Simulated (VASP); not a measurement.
NaAg: density of states with PBE

The system is NaAg.

```xyz
4
Lattice="0.0000 3.4813 3.4813 3.4813 0.0000 3.4813 3.4813 3.4813 0.0000" Properties=species:S:1:pos:R:3 pbc="T T T"
Ag    3.4813    3.4813    3.4813
Ag    5.2220    5.2220    5.2220
Na    0.0000    0.0000    0.0000
Na    1.7407    1.7407    1.7407
```

| Quantity | Value |
| --- | --- |
| Program | VASP 6.6.1 |
| Task | density of states |
| Functional | PBE |
| Potentials or basis | VASP PAW PBE potentials, release 64 (Ag, Na_pv) |
| Cutoff | 520 eV |
| k mesh | 8 × 8 × 8 |
| Occupations | fermi-dirac, width 0.1 eV |
| Spin | no spin polarisation |
| Dipole correction | no |
| k mesh for the DOS | 12 × 12 × 12 |
| Occupations for the DOS | tetrahedron |
| Further INCAR settings | ALGO = Normal; EDIFF = 1e-06; NBANDS = 26 |

```
Valence electrons inside the program's atomic spheres : Ag 9.82; Na 6.08
```

Levels at points of the mesh, in eV from the Fermi level:
```csv
k point,band 16,band 17,band 18,band 19,band 20,band 21
"(0.00, 0.00, 0.00)",-3.77,-3.77,4.34,4.34,4.34,4.73
"(0.50, 0.00, 0.00)",-3.82,-2.78,-2.52,2.65,2.65,4.52
"(0.50, 0.50, 0.00)",-3.76,-2.04,-2.04,0.74,0.74,3.14
```

Wall time 2.3 min on 1 thread of Oxide Virtual Turin-like Processor (shared host), peak memory 0.27 GiB.
